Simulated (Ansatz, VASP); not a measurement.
# Two plane-wave programs on CsBr

File POSCAR:

```
CsBr
1.0
    4.2860000000      0.0000000000      0.0000000000
    0.0000000000      4.2860000000      0.0000000000
    0.0000000000      0.0000000000      4.2860000000
Cs Br
1 1
Direct
    0.0000000000      0.0000000000      0.0000000000
    0.5000000000      0.5000000000      0.5000000000
```

Contents of INCAR.step1:

```
PREC = Accurate
ENCUT = 550
ISMEAR = 0
SIGMA = 0.05
LREAL = F
LASPH = T
NELM = 120
NBANDS = 15
GGA = PE
ALGO = Normal
EDIFF = 1E-5
LWAVE = T
LCHARG = F
GGA_COMPAT = F
```

The input INCAR.step2:

```
PREC = Accurate
ENCUT = 550
EDIFF = 1E-6
ISMEAR = 0
SIGMA = 0.05
LREAL = F
LASPH = T
NELM = 120
ALGO = Normal
ISIF = 2
LWAVE = F
LCHARG = T
METAGGA = R2SCAN
LMIXTAU = T
LELF = T
LVHAR = T
NBANDS = 15
ISTART = 1
GGA_COMPAT = F
```

Contents of KPOINTS:

```
regular mesh
0
Gamma
  6 6 6
```

Input for Ansatz:

```yaml
crystal:
  lattice:
    - [4.286, 0.0, 0.0]
    - [0.0, 4.286, 0.0]
    - [0.0, 0.0, 4.286]
  atoms:
    - { symbol: Cs, position: [0.0, 0.0, 0.0] }
    - { symbol: Br, position: [0.5, 0.5, 0.5] }
basis:
  ecutwfc: 500
kpoints:
  mp_grid: { grid: [6, 6, 6] }
hamiltonian:
  xc: r2scan
scf:
  occupations: { method: gaussian, width: 0.05 }
output:
  forces: true
  stress: true
  eigenvalues: true
  write_density: true
  write_potential: true
  elf: true
  volumetric_format: npy
```

Alike in both runs: task single point; functional r2SCAN; k mesh 6 × 6 × 6; occupations gaussian, width 0.05 eV; no spin polarisation.

|  | VASP | Ansatz |
| --- | --- | --- |
| version | VASP 6.6.1 | Ansatz 0.2.0 |
| potentials or method | VASP PAW PBE potentials, release 64 (Cs_sv, Br), cutoff 550 eV | scalar-relativistic, plane waves, PAW |
| valence electrons in the cell | 16 | 16 |

Ansatz gave:

* gap on the k mesh at the Fermi level (eV): 5.30
* least direct gap on the mesh (eV): 5.30
* pressure (GPa): 0.4

Task: What did VASP give for the same quantities?

Result: gap on the k mesh at the Fermi level (eV): 5.29; least direct gap on the mesh (eV): 5.29; pressure (GPa): 0.5.

VASP's potentials were made for PBE, not for r2SCAN. The functional is the same, so the differences come from potentials, cutoffs and numerics.

Neither program's run includes spin-orbit coupling.
